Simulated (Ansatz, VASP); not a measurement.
One calculation of LiNbO3, two programs

```
Li Nb O
1.0
     2.56609    1.48153    4.62906
    -2.56609    1.48153    4.62906
     0.00000   -2.96306    4.62906
Li Nb O
2 2 6
Direct
  0.28177 0.28177 0.28177
  0.78177 0.78177 0.78177
  0.00007 0.00007 0.00007
  0.50007 0.50007 0.50007
  0.10575 0.36469 0.71953
  0.71953 0.10575 0.36469
  0.36469 0.71953 0.10575
  0.21953 0.86469 0.60575
  0.86469 0.60575 0.21953
  0.60575 0.21953 0.86469
```

Alike in both runs: functional PBE; dispersion D3(BJ); k mesh 6 × 6 × 6; occupations gaussian, width 0.02 eV; no spin polarisation.

Ansatz relaxed the structure, and its values are those at the end. VASP's run is a single point on that final structure, the one shown.

```csv
,VASP,Ansatz
version,VASP 6.6.1,Ansatz 0.2.0
potentials or method,"VASP PAW PBE potentials, release 64 (Li_sv, Nb_sv, O), cutoff 520 eV","scalar-relativistic, plane waves, PAW"
valence electrons in the cell,68,68
```

Ansatz gave:

* gap on the k mesh at the Fermi level (eV): 3.59
* least direct gap on the mesh (eV): 3.63
* rms of the force components (eV/Å): 0.003

Question: Which values does VASP return?

Answer: gap on the k mesh at the Fermi level (eV): 3.57; least direct gap on the mesh (eV): 3.62; rms of the force components (eV/Å): 0.006.

Noted on VASP's run: the cutoff is under 1.25 times that of the potentials, so the pressure is a little rough.
